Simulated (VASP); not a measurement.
# Si2W in VASP: a series of runs

Runs on Si2W. Level: PBE. Tasks: single point.

Everything below comes from runs of VASP 6.6.1. Logs are shortened: lines on timing, memory, paths and dates and some standing lists are left out, and cuts for length are marked.

**1. The cell of the first run**

The cell holds a slab with vacuum, 9 atoms: a = 3.229 Å, b = 3.229 Å, c = 25.470 Å, α = 90.00°, β = 90.00°, γ = 90.00°.

**2. Single point, PBE**

Contents of INCAR:

```
PREC = Accurate ; ENCUT = 520
EDIFF = 1E-6 ; ISMEAR = 0
SIGMA = 0.1 ; LREAL = F
LASPH = T ; NELM = 60
ALGO = Normal ; ISIF = 2
LWAVE = F ; LCHARG = F
LDIPOL = T ; IDIPOL = 3
DIPOL = 0.5 0.5 0.500 ; GGA = PE
NBANDS = 43
```

Contents of KPOINTS:

```
regular mesh
0
Gamma
  11 11 1
```

Contents of POSCAR:

```
Si2W
1.0
    3.2289953312      0.0000000000      0.0000000000
    0.0000000000      3.2289953312      0.0000000000
    0.0000000000      0.0000000000     25.4695778065
Si W
6 3
Direct
    0.0000000000      0.0000000000      0.2944689565
    0.0000000000      0.0000000000      0.3966594830
    0.5000000000      0.5000000000      0.4489047367
    0.5000000000      0.5000000000      0.5510952633
    0.0000000000      0.0000000000      0.6033405170
    0.0000000000      0.0000000000      0.7055310435
    0.5000000000      0.5000000000      0.3455642198
    0.0000000000      0.0000000000      0.5000000000
    0.5000000000      0.5000000000      0.6544357802
```

Potentials or basis: VASP PAW PBE potentials, release 64 (Si, W_sv).

Started as:

```bash
> cat potpaw_PBE.64/Si/POTCAR potpaw_PBE.64/W_sv/POTCAR > POTCAR
> mpirun -np 1 vasp_std > vasp.out
```

OUTCAR:

```text
PREC = Accurate
   ENCUT = 520
   EDIFF = 1E-6
   ISMEAR = 0
   LREAL = F
   LASPH = T
   NELM = 60
   ISIF = 2
   GGA = PE

 ion  position               nearest neighbor table
   1  0.000  0.000  0.294-   2 2.60   7 2.63   7 2.63   7 2.63   7 2.63
   2  0.000  0.000  0.397-   1 2.60   7 2.63   7 2.63   7 2.63   7 2.63   8 2.63   3 2.64   3 2.64
                             3 2.64   3 2.64
   3  0.500  0.500  0.449-   4 2.60   8 2.63   8 2.63   8 2.63   8 2.63   7 2.63   2 2.64   2 2.64
                             2 2.64   2 2.64
   4  0.500  0.500  0.551-   3 2.60   8 2.63   8 2.63   8 2.63   8 2.63   9 2.63   5 2.64   5 2.64
                             5 2.64   5 2.64
   5  0.000  0.000  0.603-   6 2.60   9 2.63   9 2.63   9 2.63   9 2.63   8 2.63   4 2.64   4 2.64
                             4 2.64   4 2.64
   6  0.000  0.000  0.706-   5 2.60   9 2.63   9 2.63   9 2.63   9 2.63
   7  0.500  0.500  0.346-   2 2.63   2 2.63   2 2.63   2 2.63   1 2.63   1 2.63   1 2.63   1 2.63
                             3 2.63
   8  0.000  0.000  0.500-   3 2.63   4 2.63   3 2.63   4 2.63   3 2.63   4 2.63   3 2.63   4 2.63
                             2 2.63   5 2.63
   9  0.500  0.500  0.654-   5 2.63   5 2.63   5 2.63   5 2.63   6 2.63   6 2.63   6 2.63   6 2.63
                             4 2.63

  LATTYP: Found a simple tetragonal cell.
 ALAT       =     3.2289953312
 C/A-ratio  =     7.8877716423

  Lattice vectors:

 A1 = (   3.2289953312,   0.0000000000,   0.0000000000)
 A2 = (   0.0000000000,   3.2289953312,   0.0000000000)
 A3 = (   0.0000000000,   0.0000000000,  25.4695778065)

Analysis of symmetry for initial positions (statically):
=====================================================================
 Subroutine PRICEL returns:
 Original cell was already a primitive cell.

 Routine SETGRP: Setting up the symmetry group for a
 simple tetragonal supercell.

 Subroutine GETGRP returns: Found 16 space group operations
 (whereof 16 operations were pure point group operations)
 out of a pool of 16 trial point group operations.

The static configuration has the point symmetry D_4h.

Analysis of symmetry for dynamics (positions and initial velocities):
=====================================================================
 Subroutine PRICEL returns:
 Original cell was already a primitive cell.

 Routine SETGRP: Setting up the symmetry group for a
 simple tetragonal supercell.

 Subroutine GETGRP returns: Found 16 space group operations
 (whereof 16 operations were pure point group operations)
 out of a pool of 16 trial point group operations.

[... 123 lines left out ...]
   EMIN   =  10.00;   EMAX   =-10.00  energy-range for DOS
   EFERMI =   0.00;   METHOD = LEGACY
   ISMEAR =     0;   SIGMA  =   0.10  broadening in eV -4-tet -1-fermi 0-gaus
   EFERMI_NEDOS =   21; number of points for ismear=-14 and -15
   IALGO  =     38    algorithm
   IMIX   =      4    mixing-type and parameters
     AMIX     =   0.40;   BMIX     =  1.00
     AMIX_MAG =   1.60;   BMIX_MAG =  1.00
  volume/ion in A,a.u.               =      29.51       199.12
  Fermi-wavevector in a.u.,A,eV,Ry     =   1.029289  1.945074 14.414497  1.059436
  Thomas-Fermi vector in A             =   2.163329
   LORBIT       =      0    0 simple, 1 ext, 2 COOP (PROOUT), +10 PAW based schemes
   GGA     = PE    functional components
   LHFCALC =     F    Hartree Fock is set to
   AEXX    =    0.0000 exact exchange contribution
   IVDW    =     0    specifies the selected vdW correction
   LEPSILON=     F    determine dielectric tensor
   LRPA    =     F    only Hartree local field effects (RPA)
 non-spin polarized calculation
 Gauss-broadening in eV      SIGMA  =   0.10
  energy-cutoff  :      520.00
  volume of cell :      265.56
 maximum number of plane-waves:      7228
   NGX = 13   NGY = 13   NGZ = 95

 number of electron      65.9999998 magnetization

 dipolmoment           0.000000      0.000000     -0.000000 electrons x Angstroem

 Free energy of the ion-electron system (eV)
  ---------------------------------------------------
  ext. energy  EPLUGINS =         0.00000000
  ---------------------------------------------------
  free energy    TOTEN  =       -71.16665160 eV

  energy without entropy =      -71.14002128  energy(sigma->0) =      -71.15333644

 E-fermi :   2.9821     XC(G=0):  -6.6211

 val. band max:        2.9566705958   @ k =   0.4545   0.0000   0.0000
 cond. band min:       3.0051420969   @ k =   0.4545   0.0909   0.0000
 fundamental gap:      0.0484715011
 Fermi energy:         2.9820776060

 k-point     1 :       0.0000    0.0000    0.0000
  band No.  band energies     occupation
      1     -70.7867      2.00000
      2     -70.7867      2.00000
      3     -70.7359      2.00000
      4     -35.0313      2.00000
      5     -35.0307      2.00000
      6     -34.9937      2.00000
[... 955 lines left out ...]
     42       6.5336      0.00000
     43       6.7647      0.00000

------------------------ aborting loop because EDIFF is reached ----------------------------------------

 vacuum level on the upper side and lower side of the slab       (xc-potential included)        -0.176        -0.176

  FORCE on cell =-STRESS in cart. coord.  units (eV):
  Direction    XX          YY          ZZ          XY          YZ          ZX
  --------------------------------------------------------------------------------------
  -------------------------------------------------------------------------------------
  Total       -1.8979706     -1.8979706     -2.3814574      0.0000000      0.0000000      0.0000000
  in kB      -11.4510018    -11.4510018    -14.3680163      0.0000000      0.0000000      0.0000000
  external PRESSURE =     -12.4233399 kB  Pullay stress =       0.0000000 kB

 VOLUME and BASIS-vectors are now :
 -----------------------------------------------------------------------------
  energy-cutoff  :      520.00
  volume of cell :      265.56
      direct lattice vectors                 reciprocal lattice vectors
     3.228995331  0.000000000  0.000000000     0.309693851  0.000000000  0.000000000
     0.000000000  3.228995331  0.000000000     0.000000000  0.309693851  0.000000000
     0.000000000  0.000000000 25.469577806     0.000000000  0.000000000  0.039262528

 POSITION                                       TOTAL-FORCE (eV/Angst)
 -----------------------------------------------------------------------------------
      0.00000      0.00000      7.50000         0.000000      0.000000      0.312684
      0.00000      0.00000     10.10275         0.000000      0.000000     -0.299141
      1.61450      1.61450     11.43341         0.000000      0.000000     -0.407395
      1.61450      1.61450     14.03616         0.000000      0.000000      0.407395
      0.00000      0.00000     15.36683         0.000000      0.000000      0.299141
      0.00000      0.00000     17.96958         0.000000      0.000000     -0.312684
      1.61450      1.61450      8.80137         0.000000     -0.000000      0.215890
      0.00000      0.00000     12.73479         0.000000      0.000000      0.000000
      1.61450      1.61450     16.66820        -0.000000     -0.000000     -0.215890
 -----------------------------------------------------------------------------------
    total drift:                                0.000000      0.000000     -0.000000

  FREE ENERGIE OF THE ION-ELECTRON SYSTEM (eV)
  ---------------------------------------------------
  free  energy   TOTEN  =       -71.1666515983 eV

  energy  without entropy=      -71.1400212805  energy(sigma->0) =      -71.15333644

 vacuum level on the upper side and lower side of the slab         7.391         7.391
```

stdout:

```text
POSCAR found type information on POSCAR SiW
 POSCAR found :  2 types and       9 ions
 scaLAPACK will be used
 LDA part: xc-table for (Slater+PW92), standard interpolation
 POSCAR, INCAR and KPOINTS ok, starting setup
 FFT: planning ... GRIDC
 FFT: planning ... GRID_SOFT
 FFT: planning ... GRID
 WAVECAR not read
 entering main loop
```

Run time: 3 min. Hardware: 1 thread of Intel Xeon 6975P-C (Granite Rapids), shared host; peak memory 0.45 GiB.

What came out:

| Property | Result |
| --- | --- |
| Free energy | -71.1667 eV |
| Largest force | 0.407 eV/Å |
| Band gap on the k mesh | zero (band 33 reaches 3.67 eV, above the bottom of band 34 at 2.92 eV) |

Forces in eV/Å, atoms in the order of the input:
```
Si   0.000  0.000  0.313
Si   0.000  0.000 -0.299
Si   0.000  0.000 -0.407
Si   0.000  0.000  0.407
Si   0.000  0.000  0.299
Si   0.000  0.000 -0.313
W    0.000  0.000  0.216
W    0.000  0.000  0.000
W    0.000  0.000 -0.216
```

Levels at points of the mesh, in eV from the Fermi level:
```
           k point  band 31  band 32  band 33  band 34  band 35  band 36
(0.00, 0.00, 0.00)     0.56     0.56     0.68     0.81     0.88     0.91
```

Caveat: spin-orbit coupling is left out, which moves the levels of the heavy elements.

**3. Single point, PBE**

Contents of INCAR:

```
SYSTEM = Si2W
ALGO = Normal
DIPOL = 0.5 0.5 0.500
EDIFF = 1E-7
ENCUT = 520
GGA = PE
IDIPOL = 3
ISIF = 2
ISMEAR = 0
LASPH = .TRUE.
LCHARG = .FALSE.
LDIPOL = .TRUE.
LREAL = .FALSE.
LWAVE = .FALSE.
NBANDS = 43
NELM = 60
PREC = Accurate
SIGMA = 0.1
```

Contents of KPOINTS:

```
k-points
0
G
  11 11 1
  0 0 0
```

Contents of POSCAR:

```
Si2W
1.0
    3.2289953312      0.0000000000      0.0000000000
    0.0000000000      3.2289953312      0.0000000000
    0.0000000000      0.0000000000     25.4695778065
Si W
6 3
Direct
    0.0000000000      0.0000000000      0.2970311523
    0.0000000000      0.0000000000      0.3969731285
    0.5000000000      0.5000000000      0.4482847053
    0.5000000000      0.5000000000      0.5517152961
    0.0000000000      0.0000000000      0.6030268735
    0.0000000000      0.0000000000      0.7029688471
    0.5000000000      0.5000000000      0.3466524786
    0.0000000000      0.0000000000      0.4999999977
    0.5000000000      0.5000000000      0.6533475209
```

Potentials or basis: VASP PAW PBE potentials, release 64 (Si, W_sv).

Started as:

```bash
> cat potpaw_PBE.64/Si/POTCAR potpaw_PBE.64/W_sv/POTCAR > POTCAR
> mpirun -np 1 vasp_std > vasp.out
```

OUTCAR:

```text
SYSTEM = Si2W
   EDIFF = 1E-7
   ENCUT = 520
   GGA = PE
   ISIF = 2
   ISMEAR = 0
   LASPH = .TRUE.
   LREAL = .FALSE.
   NELM = 60
   PREC = Accurate

 ion  position               nearest neighbor table
   1  0.000  0.000  0.297-   2 2.55   7 2.61   7 2.61   7 2.61   7 2.61
   2  0.000  0.000  0.397-   1 2.55   7 2.62   7 2.62   7 2.62   7 2.62   8 2.62   3 2.63   3 2.63
                             3 2.63   3 2.63
   3  0.500  0.500  0.448-   7 2.59   2 2.63   2 2.63   2 2.63   2 2.63   4 2.63   8 2.64   8 2.64
                             8 2.64   8 2.64
   4  0.500  0.500  0.552-   9 2.59   5 2.63   5 2.63   5 2.63   5 2.63   3 2.63   8 2.64   8 2.64
                             8 2.64   8 2.64
   5  0.000  0.000  0.603-   6 2.55   9 2.62   9 2.62   9 2.62   9 2.62   8 2.62   4 2.63   4 2.63
                             4 2.63   4 2.63
   6  0.000  0.000  0.703-   5 2.55   9 2.61   9 2.61   9 2.61   9 2.61
   7  0.500  0.500  0.347-   3 2.59   1 2.61   1 2.61   1 2.61   1 2.61   2 2.62   2 2.62   2 2.62
                             2 2.62
   8  0.000  0.000  0.500-   2 2.62   5 2.62   3 2.64   3 2.64   3 2.64   3 2.64   4 2.64   4 2.64
[... 1173 lines left out ...]
     43       6.9099      0.00000

------------------------ aborting loop because EDIFF is reached ----------------------------------------

 vacuum level on the upper side and lower side of the slab       (xc-potential included)        -0.074        -0.074

  FORCE on cell =-STRESS in cart. coord.  units (eV):
  Direction    XX          YY          ZZ          XY          YZ          ZX
  --------------------------------------------------------------------------------------
  -------------------------------------------------------------------------------------
  Total       -0.8053274     -0.8053274      0.0804749      0.0000000     -0.0000000     -0.0000000
  in kB       -4.8587713     -4.8587713      0.4855285      0.0000000     -0.0000000     -0.0000000
  external PRESSURE =      -3.0773381 kB  Pullay stress =       0.0000000 kB

 VOLUME and BASIS-vectors are now :
 -----------------------------------------------------------------------------
  energy-cutoff  :      520.00
  volume of cell :      265.56
      direct lattice vectors                 reciprocal lattice vectors
     3.228995331  0.000000000  0.000000000     0.309693851  0.000000000  0.000000000
     0.000000000  3.228995331  0.000000000     0.000000000  0.309693851  0.000000000
     0.000000000  0.000000000 25.469577806     0.000000000  0.000000000  0.039262528

 POSITION                                       TOTAL-FORCE (eV/Angst)
 -----------------------------------------------------------------------------------
      0.00000      0.00000      7.56526         0.000000     -0.000000     -0.008830
      0.00000      0.00000     10.11074         0.000000     -0.000000     -0.009957
      1.61450      1.61450     11.41762        -0.000000      0.000000     -0.015445
      1.61450      1.61450     14.05196         0.000000      0.000000      0.015445
      0.00000      0.00000     15.35884         0.000000     -0.000000      0.009957
      0.00000      0.00000     17.90432         0.000000     -0.000000      0.008830
      1.61450      1.61450      8.82909         0.000000     -0.000000      0.007899
      0.00000      0.00000     12.73479         0.000000     -0.000000      0.000000
      1.61450      1.61450     16.64049         0.000000     -0.000000     -0.007899
 -----------------------------------------------------------------------------------
    total drift:                                0.000000     -0.000000      0.000135

  FREE ENERGIE OF THE ION-ELECTRON SYSTEM (eV)
  ---------------------------------------------------
  free  energy   TOTEN  =       -71.1977690336 eV

  energy  without entropy=      -71.1752448963  energy(sigma->0) =      -71.18650696

 vacuum level on the upper side and lower side of the slab         7.415         7.415
```

stdout:

```text
POSCAR found type information on POSCAR SiW
 POSCAR found :  2 types and       9 ions
 scaLAPACK will be used
 LDA part: xc-table for (Slater+PW92), standard interpolation
 POSCAR, INCAR and KPOINTS ok, starting setup
 FFT: planning ... GRIDC
 FFT: planning ... GRID_SOFT
 FFT: planning ... GRID
 WAVECAR not read
 entering main loop
```

Wall time 2.9 min (1 thread of Intel Xeon 6975P-C (Granite Rapids), shared host); peak memory 0.45 GiB.

Results:

| Item | Value |
| --- | --- |
| Free energy | -71.1978 eV |
| Largest force | 0.015 eV/Å |
| Band gap on the k mesh | zero (band 33 reaches 3.73 eV, above the bottom of band 34 at 2.91 eV) |

Forces on the atoms (eV/Å):
```
Si   0.000  0.000 -0.009
Si   0.000  0.000 -0.010
Si   0.000  0.000 -0.015
Si   0.000  0.000  0.015
Si   0.000  0.000  0.010
Si   0.000  0.000  0.009
W    0.000  0.000  0.008
W    0.000  0.000  0.000
W    0.000  0.000 -0.008
```

Levels at points of the mesh, in eV from the Fermi level:
```csv
k point,band 31,band 32,band 33,band 34,band 35,band 36
"(0.00, 0.00, 0.00)",0.53,0.53,0.73,0.78,0.80,0.96
```

Caveat: spin-orbit coupling is left out, which moves the levels of the heavy elements.

**4. Single point, PBE**

Contents of INCAR:

```
PREC = Accurate ; ENCUT = 520
EDIFF = 1E-6 ; ISMEAR = 0
SIGMA = 0.1 ; LREAL = False
LASPH = True ; NELM = 60
ALGO = Normal ; ISIF = 2
LWAVE = False ; LCHARG = False
LDIPOL = True ; IDIPOL = 3
DIPOL = 0.5 0.5 0.500 ; GGA = PE
NBANDS = 43
```

Contents of KPOINTS:

```
regular mesh
0
Gamma
  11 11 1
```

POSCAR is that of step 3.

Potentials or basis: VASP PAW PBE potentials, release 64 (Si, W_sv).

Started as:

```bash
> cat potpaw_PBE.64/Si/POTCAR potpaw_PBE.64/W_sv/POTCAR > POTCAR
> mpirun -np 1 vasp_std > vasp.out
```

OUTCAR:

```text
PREC = Accurate
   ENCUT = 520
   EDIFF = 1E-6
   ISMEAR = 0
   LREAL = False
   LASPH = True
   NELM = 60
   ISIF = 2
   GGA = PE

 ion  position               nearest neighbor table
   1  0.000  0.000  0.297-   2 2.55   7 2.61   7 2.61   7 2.61   7 2.61
   2  0.000  0.000  0.397-   1 2.55   7 2.62   7 2.62   7 2.62   7 2.62   8 2.62   3 2.63   3 2.63
                             3 2.63   3 2.63
   3  0.500  0.500  0.448-   7 2.59   2 2.63   2 2.63   2 2.63   2 2.63   4 2.63   8 2.64   8 2.64
                             8 2.64   8 2.64
   4  0.500  0.500  0.552-   9 2.59   5 2.63   5 2.63   5 2.63   5 2.63   3 2.63   8 2.64   8 2.64
                             8 2.64   8 2.64
   5  0.000  0.000  0.603-   6 2.55   9 2.62   9 2.62   9 2.62   9 2.62   8 2.62   4 2.63   4 2.63
                             4 2.63   4 2.63
   6  0.000  0.000  0.703-   5 2.55   9 2.61   9 2.61   9 2.61   9 2.61
[... 1192 lines left out ...]
  energy-cutoff  :      520.00
  volume of cell :      265.56
      direct lattice vectors                 reciprocal lattice vectors
     3.228995331  0.000000000  0.000000000     0.309693851  0.000000000  0.000000000
     0.000000000  3.228995331  0.000000000     0.000000000  0.309693851  0.000000000
     0.000000000  0.000000000 25.469577806     0.000000000  0.000000000  0.039262528

 POSITION                                       TOTAL-FORCE (eV/Angst)
 -----------------------------------------------------------------------------------
      0.00000      0.00000      7.56526         0.000000      0.000000     -0.008841
      0.00000      0.00000     10.11074         0.000000      0.000000     -0.009958
      1.61450      1.61450     11.41762        -0.000000     -0.000000     -0.015476
      1.61450      1.61450     14.05196         0.000000     -0.000000      0.015476
      0.00000      0.00000     15.35884         0.000000      0.000000      0.009958
      0.00000      0.00000     17.90432         0.000000      0.000000      0.008841
      1.61450      1.61450      8.82909         0.000000     -0.000000      0.008015
      0.00000      0.00000     12.73479         0.000000      0.000000      0.000000
      1.61450      1.61450     16.64049        -0.000000      0.000000     -0.008015
 -----------------------------------------------------------------------------------
    total drift:                                0.000000     -0.000000      0.000135

  FREE ENERGIE OF THE ION-ELECTRON SYSTEM (eV)
  ---------------------------------------------------
  free  energy   TOTEN  =       -71.1977688591 eV

  energy  without entropy=      -71.1752448167  energy(sigma->0) =      -71.18650684

 vacuum level on the upper side and lower side of the slab         7.378         7.378
```

Wall time 2.6 min (1 thread of Intel Xeon 6975P-C (Granite Rapids), shared host); peak memory 0.45 GiB.

Results:

| Property | Result |
| --- | --- |
| Free energy | -71.1978 eV |
| Largest force | 0.015 eV/Å |
| Band gap on the k mesh | zero (band 33 reaches 3.73 eV, above the bottom of band 34 at 2.91 eV) |

Forces on the atoms (eV/Å):
```
Si   0.000  0.000 -0.009
Si   0.000  0.000 -0.010
Si   0.000  0.000 -0.015
Si   0.000  0.000  0.015
Si   0.000  0.000  0.010
Si   0.000  0.000  0.009
W    0.000  0.000  0.008
W    0.000  0.000  0.000
W    0.000  0.000 -0.008
```

Caveat: spin-orbit coupling is left out, which moves the levels of the heavy elements.
